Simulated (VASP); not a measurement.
# MgCd3Se4 (P-4m2) in VASP: a series of runs, part 2 of 2

VASP 6.6.1. The steps go on from the part before.

**3. Single point, r2SCAN**

The input, POSCAR:

```
MgCd3Se4
1.0
    4.3539801000      0.0000000000      0.0000000000
    0.0000000000      4.3539801000      0.0000000000
    0.0000000000      0.0000000000     12.2377502000
Mg Cd Se
1 3 4
Direct
    0.5000000000      0.5000000000      0.5000000000
    0.0000000000      0.0000000000      0.7448600000
    0.5000000000      0.5000000000      0.0000000000
    0.0000000000      0.0000000000      0.2551400000
    0.5000000000      0.0000000000      0.1275270000
    0.0000000000      0.5000000000      0.3831930000
    0.5000000000      0.0000000000      0.6168070000
    0.0000000000      0.5000000000      0.8724730000
```

The input, INCAR.step1:

```
SYSTEM = MgCd3Se4
PREC = Accurate
ENCUT = 520
ISMEAR = 0
SIGMA = 0.02
LREAL = .FALSE.
LASPH = .TRUE.
NELM = 80
NBANDS = 41
GGA = PE
ALGO = Normal
EDIFF = 1E-4
LWAVE = .TRUE.
LCHARG = .FALSE.
```

The input, INCAR.step2:

```
SYSTEM = MgCd3Se4
PREC = Accurate
ENCUT = 520
EDIFF = 1E-7
ISMEAR = 0
SIGMA = 0.02
LREAL = .FALSE.
LASPH = .TRUE.
NELM = 80
ALGO = Normal
ISIF = 2
LWAVE = .FALSE.
LCHARG = .FALSE.
METAGGA = R2SCAN
LMIXTAU = .TRUE.
NBANDS = 41
ISTART = 1
```

The input, KPOINTS:

```
regular mesh
0
G
  6 6 4
  0 0 0
```

Potentials or basis: VASP PAW PBE potentials, release 64 (Mg, Cd, Se).

Launch:

```bash
cat potpaw_PBE.64/Mg/POTCAR potpaw_PBE.64/Cd/POTCAR potpaw_PBE.64/Se/POTCAR > POTCAR
cp INCAR.step1 INCAR
mpirun -np 1 vasp_std > vasp.out
cp INCAR.step2 INCAR
mpirun -np 1 vasp_std > vasp.out
```

OUTCAR:

```text
SYSTEM = MgCd3Se4
   PREC = Accurate
   ENCUT = 520
   EDIFF = 1E-7
   ISMEAR = 0
   LREAL = .FALSE.
   LASPH = .TRUE.
   NELM = 80
   ISIF = 2
   METAGGA = R2SCAN
   ISTART = 1

 ion  position               nearest neighbor table
   1  0.500  0.500  0.500-   6 2.60   7 2.60   7 2.60   6 2.60
   2  0.000  0.000  0.745-   8 2.68   8 2.68   7 2.68   7 2.68
   3  0.500  0.500  0.000-   5 2.68   8 2.68   5 2.68   8 2.68
   4  0.000  0.000  0.255-   5 2.68   5 2.68   6 2.68   6 2.68
   5  0.500  0.000  0.128-   3 2.68   3 2.68   4 2.68   4 2.68
   6  0.000  0.500  0.383-   1 2.60   1 2.60   4 2.68   4 2.68
   7  0.500  0.000  0.617-   1 2.60   1 2.60   2 2.68   2 2.68
   8  0.000  0.500  0.872-   3 2.68   3 2.68   2 2.68   2 2.68

  LATTYP: Found a simple tetragonal cell.
 ALAT       =     4.3539801000
 C/A-ratio  =     2.8107042106

  Lattice vectors:

 A1 = (   4.3539801000,   0.0000000000,   0.0000000000)
 A2 = (   0.0000000000,   4.3539801000,   0.0000000000)
 A3 = (   0.0000000000,   0.0000000000,  12.2377502000)

Analysis of symmetry for initial positions (statically):
=====================================================================
 Subroutine PRICEL returns:
 Original cell was already a primitive cell.
[... 185 lines left out ...]
 cond. band min:       1.6693059712   @ k =   0.0000   0.0000   0.0000
 fundamental gap:      1.4021942073
 Fermi energy:         0.3951375771

 k-point     1 :       0.0000    0.0000    0.0000
  band No.  band energies     occupation
      1     -12.3094      2.00000
      2     -12.0721      2.00000
      3     -12.0613      2.00000
      4     -11.7420      2.00000
      5      -7.5870      2.00000
      6      -7.5870      2.00000
[... 1045 lines left out ...]
     40       7.2917      0.00000
     41       7.5815      0.00000

 [... further k-points ...]
[... 5 lines left out ...]
  --------------------------------------------------------------------------------------
  -------------------------------------------------------------------------------------
  Total       -1.8546674     -1.8546674     -1.7844817      0.0000000      0.0000000      0.0000000
  in kB      -12.8086147    -12.8086147    -12.3239016      0.0000000      0.0000000      0.0000000
  external PRESSURE =     -12.6470437 kB  Pullay stress =       0.0000000 kB

 VOLUME and BASIS-vectors are now :
 -----------------------------------------------------------------------------
  energy-cutoff  :      520.00
  volume of cell :      231.99
      direct lattice vectors                 reciprocal lattice vectors
     4.353980100  0.000000000  0.000000000     0.229674913  0.000000000  0.000000000
     0.000000000  4.353980100  0.000000000     0.000000000  0.229674913  0.000000000
     0.000000000  0.000000000 12.237750200     0.000000000  0.000000000  0.081714366

 POSITION                                       TOTAL-FORCE (eV/Angst)
 -----------------------------------------------------------------------------------
      2.17699      2.17699      6.11888        -0.000000      0.000000      0.000000
      0.00000      0.00000      9.11541        -0.000000      0.000000      0.006875
      2.17699      2.17699      0.00000        -0.000000      0.000000      0.000000
      0.00000      0.00000      3.12234         0.000000      0.000000     -0.006875
      2.17699      0.00000      1.56064        -0.000000      0.000000     -0.000040
      0.00000      2.17699      4.68942        -0.000000      0.000000      0.014562
      2.17699      0.00000      7.54833        -0.000000      0.000000     -0.014562
      0.00000      2.17699     10.67711        -0.000000     -0.000000      0.000040
 -----------------------------------------------------------------------------------
    total drift:                                0.000000     -0.000000     -0.000000

  FREE ENERGIE OF THE ION-ELECTRON SYSTEM (eV)
  ---------------------------------------------------
  free  energy   TOTEN  =      -129.1087833725 eV

  energy  without entropy=     -129.1087833725  energy(sigma->0) =     -129.10878337
```

Wall time 7.1 min (1 thread of Intel Xeon 6975P-C (Granite Rapids), shared host); peak memory 0.5 GiB.

Results:

| Item | Value |
| --- | --- |
| Free energy | -129.1088 eV |
| Pressure | -1.3 GPa |
| Largest force | 0.015 eV/Å |
| Band gap on the k mesh | 1.40 eV, direct |

Forces in eV/Å, atoms in the order of the input:
```
Mg   0.000  0.000  0.000
Cd   0.000  0.000  0.007
Cd   0.000  0.000  0.000
Cd   0.000  0.000 -0.007
Se   0.000  0.000  0.000
Se   0.000  0.000  0.015
Se   0.000  0.000 -0.015
Se   0.000  0.000  0.000
```

Caveat: the PAW data sets were made with another functional, which shifts forces and pressure a little.
